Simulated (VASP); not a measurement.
The system is ZnSbO.

```
Zn Sb O
1.0
     3.26958    0.00000    0.00000
    -1.63479    2.83154    0.00000
     0.00000    0.00000    7.39738
Zn Sb O
1 1 1
Direct
  0.00000 0.00000 0.00000
  0.66667 0.33333 0.50000
  0.33333 0.66667 0.00000
```

The cell was generated, and may not be a known phase.

- Program: VASP 6.6.1
- Task: relaxation of cell and atoms
- Functional: PBE
- Potentials or basis: VASP PAW PBE potentials, release 64 (Zn, Sb, O)
- Cutoff: 600 eV
- k mesh: 18 × 18 × 6
- Occupations: gaussian, width 0.1 eV
- Spin: no spin polarisation

At the start: pressure -0.9 GPa; volume 22.83 Å³/atom.

**Question.** Where does the relaxation end?

**Answer.** Over 7 steps the energy falls by 2.2 meV/atom and the volume is 23.50 Å³/atom (+2.9 %); space group P-6m2 (No. 187, to 0.1 Å) before and after.

Step by step:
```csv
step,energy change (eV),largest force (eV/Å),pressure (GPa),volume (Å³)
1,0.0000,0.0000,-0.93,68.48
2,-0.0011,0.0000,1.05,67.17
3,-0.0038,0.0000,0.12,67.77
4,-0.0040,0.0000,0.12,67.89
5,-0.0047,0.0000,0.10,68.27
6,-0.0057,0.0000,0.07,69.01
7,-0.0066,0.0000,0.03,70.49
```

Final structure:
```
Zn Sb O
1.0
     3.24881    0.00000    0.00000
    -1.62440    2.81355    0.00000
     0.00000    0.00000    7.71222
Zn Sb O
1 1 1
Direct
  0.00000 0.00000 0.00000
  0.66667 0.33333 0.50000
  0.33333 0.66667 0.00000
```

Caveat: an odd number of electrons without spin polarisation forces a metal; a magnetic or distorted state may lie lower.
